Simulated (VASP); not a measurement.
# Ti (P6_3/mmc) in VASP: a series of runs

The runs below take Ti through single point, with PBE.

All numbers are computed with VASP 6.6.1; they aren't measurements. Logs are shortened: lines on timing, memory, paths and dates and some standing lists are left out, and cuts for length are marked.

### Step 1. The cell of the first run

The structure is hexagonal, space group P6_3/mmc (No. 194). The conventional cell has a = 2.936 Å, b = 2.936 Å, c = 4.641 Å, α = 90.00°, β = 90.00°, γ = 120.00°. Ti (site symmetry -6m2) has 12 Ti at 2.87 to 2.94 Å within 3.8 Å.

### Step 2. Single point, PBE

File INCAR:

```
  PREC = Accurate
  ENCUT = 520
  EDIFF = 1E-6
  ISMEAR = 0
  SIGMA = 0.1
  LREAL = False
  LASPH = True
  NELM = 100
  ALGO = Normal
  ISIF = 2
  LWAVE = False
  LCHARG = False
  GGA = PE
  NBANDS = 19
```

File KPOINTS:

```
Automatic mesh
0
Gamma
  9 9 4
```

File POSCAR:

```
Ti
1.0
    2.9357319200      0.0000000000      0.0000000000
   -1.4678659600      2.5424184200      0.0000000000
    0.0000000000      0.0000000000      4.6408561500
Ti
2
Direct
    0.3333333300      0.6666666700      0.2500000000
    0.6666666700      0.3333333300      0.7500000000
```

Potentials or basis: VASP PAW PBE potentials, release 64 (Ti_sv).

On the command line:

```bash
cat potpaw_PBE.64/Ti_sv/POTCAR > POTCAR
mpirun -np 1 vasp_std > vasp.out
```

OUTCAR:

```text
PREC = Accurate
   ENCUT = 520
   EDIFF = 1E-6
   ISMEAR = 0
   LREAL = False
   LASPH = True
   NELM = 100
   ISIF = 2
   GGA = PE

 ion  position               nearest neighbor table
   1  0.333  0.667  0.250-   2 2.87   2 2.87   2 2.87   2 2.87   2 2.87   2 2.87
   2  0.667  0.333  0.750-   1 2.87   1 2.87   1 2.87   1 2.87   1 2.87   1 2.87

  LATTYP: Found a hexagonal cell.
 ALAT       =     2.9357319200
 C/A-ratio  =     1.5808174167

  Lattice vectors:

 A1 = (   2.9357319200,   0.0000000000,   0.0000000000)
 A2 = (  -1.4678659600,   2.5424184200,   0.0000000000)
 A3 = (   0.0000000000,   0.0000000000,   4.6408561500)

Analysis of symmetry for initial positions (statically):
=====================================================================
 Subroutine PRICEL returns:
 Original cell was already a primitive cell.

 Routine SETGRP: Setting up the symmetry group for a
 hexagonal supercell.

 Subroutine GETGRP returns: Found 24 space group operations
 (whereof 12 operations were pure point group operations)
 out of a pool of 24 trial point group operations.

The static configuration has the point symmetry D_3d.
 The point group associated with its full space group is D_6h.

Analysis of symmetry for dynamics (positions and initial velocities):
=====================================================================
 Subroutine PRICEL returns:
 Original cell was already a primitive cell.

 Routine SETGRP: Setting up the symmetry group for a
 hexagonal supercell.

 Subroutine GETGRP returns: Found 24 space group operations
 (whereof 12 operations were pure point group operations)
 out of a pool of 24 trial point group operations.

The dynamic configuration has the point symmetry D_3d.
 The point group associated with its full space group is D_6h.

 Subroutine INISYM returns: Found 24 space group operations
 (whereof 12 operations are pure point group operations),
 and found     1 'primitive' translations

----------------------------------------------------------------------------------------

                                     Primitive cell

  volume of cell :      34.6387

  direct lattice vectors                    reciprocal lattice vectors
     2.935731920  0.000000000  0.000000000     0.340630557  0.196663144  0.000000000
    -1.467865960  2.542418420  0.000000000     0.000000000  0.393326288  0.000000000
     0.000000000  0.000000000  4.640856150     0.000000000  0.000000000  0.215477483

  length of vectors
     2.935731920  2.935731919  4.640856150     0.393326288  0.393326288  0.215477483

  position of ions in fractional coordinates (direct lattice)
     0.333333330  0.666666670  0.250000000
     0.666666670  0.333333330  0.750000000

  ion indices of the primitive-cell ions
   primitive index   ion index
                 1           1
                 2           2

----------------------------------------------------------------------------------------

 KPOINTS: Automatic mesh

Automatic generation of k-mesh.
 Grid dimensions read from file:
 generate k-points for:    9    9    4

 Generating k-lattice:

  Cartesian coordinates                     Fractional coordinates (reciprocal lattice)
     0.037847840  0.021851460  0.000000000     0.111111111 -0.000000000  0.000000000
     0.000000000  0.043702921  0.000000000     0.000000000  0.111111111  0.000000000
     0.000000000  0.000000000  0.053869371     0.000000000  0.000000000  0.250000000

  Length of vectors
     0.043702921  0.043702921  0.053869371

  Shift w.r.t. Gamma in fractional coordinates (k-lattice)
     0.000000000  0.000000000  0.000000000

 Subroutine IBZKPT returns following result:
 ===========================================

 Found     36 irreducible k-points:

 Following reciprocal coordinates:
            Coordinates               Weight
  0.000000  0.000000  0.000000      1.000000
  0.111111 -0.000000  0.000000      6.000000
  0.222222 -0.000000  0.000000      6.000000
  0.333333 -0.000000  0.000000      6.000000
  0.444444 -0.000000  0.000000      6.000000
  0.111111  0.111111  0.000000      6.000000
[... 16 lines left out ...]
  0.333333  0.222222  0.250000     24.000000
  0.333333  0.333333  0.250000      4.000000
 [... further k-points ...]
   k-points           NKPTS =     36   k-points in BZ     NKDIM =     36   number of bands    NBANDS=     19
   number of dos      NEDOS =    301   number of ions     NIONS =      2
   total plane-waves  NPLWV =  20736
   dimension x,y,z NGX =    24 NGY =   24 NGZ =   36
   dimension x,y,z NGXF=    48 NGYF=   48 NGZF=   72
   ions per type =               2
   NGX,Y,Z   is equivalent  to a cutoff of  13.59, 13.59, 12.90 a.u.
   NGXF,Y,Z  is equivalent  to a cutoff of  27.18, 27.18, 25.79 a.u.
 SYSTEM =  unknown system
   PREC   = accura    normal or accurate (medium, high low for compatibility)
   ISTART =      0    job   : 0-new  1-cont  2-samecut
   ICHARG =      2    charge: 1-file 2-atom 10-const
   ISPIN  =      1    spin polarized calculation?
   LNONCOLLINEAR =      F non collinear calculations
   LSORBIT =      F    spin-orbit coupling
   LASPH  =      T    aspherical Exc in radial PAW
   ENCUT  =  520.0 eV  38.22 Ry    6.18 a.u.   5.46  5.46  8.63*2*pi/ulx,y,z
   NELM   =    100;   NELMIN=  2; NELMDL= -5     # of ELM steps
   EDIFF  = 0.1E-05   stopping-criterion for ELM
   LREAL  =      F    real-space projection
   EDIFFG = 0.1E-04   stopping-criterion for IOM
   NSW    =      0    number of steps for IOM
   IBRION =     -1    ionic relax: 0-MD 1-quasi-New 2-CG
   NFREE  =      0    steps in history (QN), initial steepest desc. (CG)
   ISIF   =      2    stress and relaxation
   ISYM   =      2    0-nonsym 1-usesym 2-fastsym
   POTIM  = 0.5000    time-step for ionic-motion
   TEBEG  =    0.0;   TEEND  =   0.0 temperature during run
   PSTRESS=    0.0 pullay stress
   NELECT =      24.0000    total number of electrons
   NUPDOWN=      -1.0000    fix difference up-down
   EMIN   =  10.00;   EMAX   =-10.00  energy-range for DOS
   EFERMI =   0.00;   METHOD = LEGACY
   ISMEAR =     0;   SIGMA  =   0.10  broadening in eV -4-tet -1-fermi 0-gaus
   EFERMI_NEDOS =   21; number of points for ismear=-14 and -15
   IALGO  =     38    algorithm
   IMIX   =      4    mixing-type and parameters
     AMIX     =   0.40;   BMIX     =  1.00
     AMIX_MAG =   1.60;   BMIX_MAG =  1.00
  volume/ion in A,a.u.               =      17.32       116.88
  Fermi-wavevector in a.u.,A,eV,Ry     =   1.448632  2.737518 28.552297  2.098535
  Thomas-Fermi vector in A             =   2.566451
   LORBIT       =      0    0 simple, 1 ext, 2 COOP (PROOUT), +10 PAW based schemes
   GGA     = PE    functional components
   LHFCALC =     F    Hartree Fock is set to
   AEXX    =    0.0000 exact exchange contribution
   IVDW    =     0    specifies the selected vdW correction
   LEPSILON=     F    determine dielectric tensor
   LRPA    =     F    only Hartree local field effects (RPA)
 non-spin polarized calculation
 Gauss-broadening in eV      SIGMA  =   0.10
  energy-cutoff  :      520.00
  volume of cell :       34.64
 maximum number of plane-waves:       965
 NGX is ok and might be reduce to    24
   NGX = 11   NGY = 11   NGZ = 17

 number of electron      24.0000002 magnetization

 Free energy of the ion-electron system (eV)
  ---------------------------------------------------
  ext. energy  EPLUGINS =         0.00000000
  ---------------------------------------------------
  free energy    TOTEN  =       -15.68684464 eV

  energy without entropy =      -15.67891671  energy(sigma->0) =      -15.68288067

 E-fermi :   8.3395     XC(G=0): -11.5106

 val. band max:        8.2859155047   @ k =   0.1111   0.1111   0.2500
 cond. band min:       8.3474931490   @ k =   0.2222   0.2222   0.5000
 fundamental gap:      0.0615776443
 Fermi energy:         8.3394726605

 k-point     1 :       0.0000    0.0000    0.0000
  band No.  band energies     occupation
      1     -48.4902      2.00000
      2     -48.3510      2.00000
      3     -25.0825      2.00000
      4     -24.4341      2.00000
      5     -24.4341      2.00000
      6     -24.3653      2.00000
[... 11 lines left out ...]
     18       9.9856      0.00000
     19      11.5280      0.00000

 k-point     2 :       0.1111   -0.0000    0.0000
  band No.  band energies     occupation
      1     -48.4782      2.00000
      2     -48.3464      2.00000
      3     -25.0554      2.00000
      4     -24.4886      2.00000
      5     -24.4523      2.00000
      6     -24.3881      2.00000
[... 11 lines left out ...]
     18       9.8579      0.00000
     19      11.6231      0.00000

 k-point     3 :       0.2222   -0.0000    0.0000
  band No.  band energies     occupation
      1     -48.4465      2.00000
      2     -48.3358      2.00000
      3     -24.9811      2.00000
      4     -24.6280      2.00000
      5     -24.5263      2.00000
      6     -24.4961      2.00000
[... 11 lines left out ...]
     18      10.4406      0.00000
     19      11.7854      0.00000

 k-point     4 :       0.3333   -0.0000    0.0000
  band No.  band energies     occupation
      1     -48.4071      2.00000
      2     -48.3270      2.00000
      3     -24.8796      2.00000
      4     -24.7885      2.00000
      5     -24.6759      2.00000
      6     -24.5434      2.00000
[... 407 lines left out ...]
     18      11.7554      0.00000
     19      12.3389      0.00000

 k-point    23 :       0.3333    0.2222    0.2500
  band No.  band energies     occupation
      1     -48.3554      2.00000
      2     -48.3332      2.00000
      3     -24.8959      2.00000
      4     -24.8370      2.00000
      5     -24.7077      2.00000
      6     -24.5942      2.00000
[... 11 lines left out ...]
     18      11.8608      0.00000
     19      13.3718      0.00000

 k-point    24 :       0.3333    0.3333    0.2500
  band No.  band energies     occupation
      1     -48.3401      2.00000
      2     -48.3401      2.00000
      3     -24.8318      2.00000
      4     -24.8318      2.00000
      5     -24.7858      2.00000
      6     -24.6211      2.00000
[... 11 lines left out ...]
     18      11.4949      0.00000
     19      14.8994      0.00000

 [... further k-points ...]

------------------------ aborting loop because EDIFF is reached ----------------------------------------

  FORCE on cell =-STRESS in cart. coord.  units (eV):
  Direction    XX          YY          ZZ          XY          YZ          ZX
  --------------------------------------------------------------------------------------
  -------------------------------------------------------------------------------------
  Total        0.0757226      0.0757226     -0.0833707      0.0000000      0.0000000      0.0000000
  in kB        3.5024704      3.5024704     -3.8562253      0.0000000      0.0000000      0.0000000
  external PRESSURE =       1.0495718 kB  Pullay stress =       0.0000000 kB

 VOLUME and BASIS-vectors are now :
 -----------------------------------------------------------------------------
  energy-cutoff  :      520.00
  volume of cell :       34.64
      direct lattice vectors                 reciprocal lattice vectors
     2.935731920  0.000000000  0.000000000     0.340630557  0.196663144  0.000000000
    -1.467865960  2.542418420  0.000000000     0.000000000  0.393326288  0.000000000
     0.000000000  0.000000000  4.640856150     0.000000000  0.000000000  0.215477483

 POSITION                                       TOTAL-FORCE (eV/Angst)
 -----------------------------------------------------------------------------------
     -0.00000      1.69495      1.16021        -0.000000     -0.000000      0.000000
      1.46787      0.84747      3.48064         0.000000      0.000000      0.000000
 -----------------------------------------------------------------------------------
    total drift:                               -0.000009      0.000005     -0.000000

  FREE ENERGIE OF THE ION-ELECTRON SYSTEM (eV)
  ---------------------------------------------------
  free  energy   TOTEN  =       -15.6868446390 eV

  energy  without entropy=      -15.6789167071  energy(sigma->0) =      -15.68288067
```

Wall time 12 s (1 thread of Intel Xeon 6975P-C (Granite Rapids), shared host); peak memory 0.15 GiB.

What came out:

| Item | Value |
| --- | --- |
| Free energy | -15.6868 eV |
| Pressure | 0.1 GPa |
| Band gap on the k mesh | zero (band 12 reaches 9.14 eV, above the bottom of band 13 at 8.15 eV) |

Stress tensor (GPa, compression positive):
```
 0.35  0.00  0.00
 0.00  0.35  0.00
 0.00  0.00 -0.39
```

### Step 3. Single point, PBE

This run uses another cell than the first one, of 17.39 Å³/atom, 1.004 times its volume.

File INCAR:

```
ALGO     = Normal         # electronic algorithm
EDIFF    = 1E-6           # SCF threshold, eV
ENCUT    = 520            # plane-wave cutoff, eV
GGA      = PE             # functional
ISIF     = 2              # what is computed and relaxed
ISMEAR   = 0              # smearing method
LASPH    = T              # aspherical terms in the spheres
LCHARG   = T              # write CHGCAR
LELF     = T              # ELF
LREAL    = F              # projectors in reciprocal space
LVHAR    = T            
LWAVE    = F              # write WAVECAR
NBANDS   = 19             # bands
NELM     = 100            # most SCF steps
PREC     = Accurate       # precision mode
SIGMA    = 0.1            # smearing width, eV
```

File KPOINTS:

```
k-points
0
Gamma
  15 15 8
```

File POSCAR:

```
Ti
1.0
    2.9391651181      0.0000000000      0.0000000000
   -1.4695825590      2.5453916582      0.0000000000
    0.0000000000      0.0000000000      4.6493291630
Ti
2
Direct
    0.3333333333      0.6666666667      0.2500000000
    0.6666666667      0.3333333333      0.7500000000
```

Potentials or basis: VASP PAW PBE potentials, release 64 (Ti_sv).

On the command line:

```bash
cat potpaw_PBE.64/Ti_sv/POTCAR > POTCAR
mpirun -np 1 vasp_std > vasp.out
```

Wall time 31 s (1 thread of Intel Xeon 6975P-C (Granite Rapids), shared host); peak memory 0.2 GiB.

Results (log left out):

```yaml
Free_energy: -15.6770 eV
Pressure: -0.2 GPa
Band_gap_on_the_k_mesh: zero (band 12 reaches 9.09 eV, above the bottom of band 13 at 8.09 eV)
```

Levels at points of the mesh, in eV from the Fermi level:
```
           k point  band 9  band 10  band 11  band 12  band 13  band 14  band 15  band 16
(0.00, 0.00, 0.00)   -6.21    -2.69     0.77     0.77     0.77     0.88     1.26     1.26
(0.00, 0.00, 0.50)   -4.35    -4.35     0.08     0.08     0.67     0.67     0.67     0.67
```

### Step 4. Single point, PBE

This run uses another cell than the first one, of 17.46 Å³/atom, 1.008 times its volume.

File INCAR:

```
SYSTEM = Ti
PREC     = Accurate       ! precision mode
ENCUT    = 520            ! plane-wave cutoff, eV
EDIFF    = 1E-7           ! SCF threshold, eV
ISMEAR   = -1             ! smearing method
SIGMA    = 0.15           ! smearing width, eV
LREAL    = .False.        ! projectors in reciprocal space
LASPH    = .True.         ! aspherical terms in the spheres
NELM     = 80             ! most SCF steps
ALGO     = Normal         ! electronic algorithm
ISIF     = 2              ! what is computed and relaxed
LWAVE    = .False.        ! write WAVECAR
LCHARG   = .False.        ! write CHGCAR
GGA      = PE             ! functional
NBANDS   = 19             ! bands
```

File KPOINTS:

```
regular mesh
0
Gamma
  15 15 8
  0 0 0
```

File POSCAR:

```
Ti
1.0
    2.9402633835      0.0000000000      0.0000000000
   -1.4701316917      2.5463427839      0.0000000000
    0.0000000000      0.0000000000      4.6638124897
Ti
2
Direct
    0.3333333333      0.6666666667      0.2500000000
    0.6666666667      0.3333333333      0.7500000000
```

On the command line:

```bash
cat potpaw_PBE.64/Ti_sv/POTCAR > POTCAR
mpirun -np 1 vasp_std > vasp.out
```

It took 33 s on 1 thread of Intel Xeon 6975P-C (Granite Rapids), shared host; peak memory 0.2 GiB.

It converged, with:

| Quantity | Value |
| --- | --- |
| Free energy | -15.7589 eV |
| Pressure | -0.2 GPa |
| Band gap on the k mesh | zero (band 12 reaches 9.06 eV, above the bottom of band 13 at 8.05 eV) |

Levels at points of the mesh, in eV from the Fermi level:
```csv
k point,band 8,band 9,band 10,band 11,band 12,band 13,band 14,band 15,band 16,band 17
"(0.00, 0.00, 0.00)",-32.67,-6.16,-2.63,0.79,0.82,0.82,0.93,1.31,1.31,1.68
"(0.00, 0.00, 0.50)",-32.72,-4.31,-4.31,0.13,0.13,0.73,0.73,0.73,0.73,2.84
```

### Step 5. Summary

| cell | k mesh | smearing | gap on the mesh (eV) | pressure (GPa) |
| --- | --- | --- | --- | --- |
| a = 2.936, b = 2.936, c = 4.641 Å, angles 90.0, 90.0, 120.0°, 2 atoms | 9 × 9 × 4 | gaussian 0.1 eV | none | 0.1 |
| a = 2.939, b = 2.939, c = 4.649 Å, angles 90.0, 90.0, 120.0°, 2 atoms | 15 × 15 × 8 | gaussian 0.1 eV | none | -0.2 |
| a = 2.940, b = 2.940, c = 4.664 Å, angles 90.0, 90.0, 120.0°, 2 atoms | 15 × 15 × 8 | fermi-dirac 0.15 eV | none | -0.2 |

Alike in all rows: task single point; level PBE; potentials or basis VASP PAW PBE potentials, release 64 (Ti_sv); no spin polarisation; cutoff (eV) 520.

Absolute energies hang on the potentials; compare differences alone.
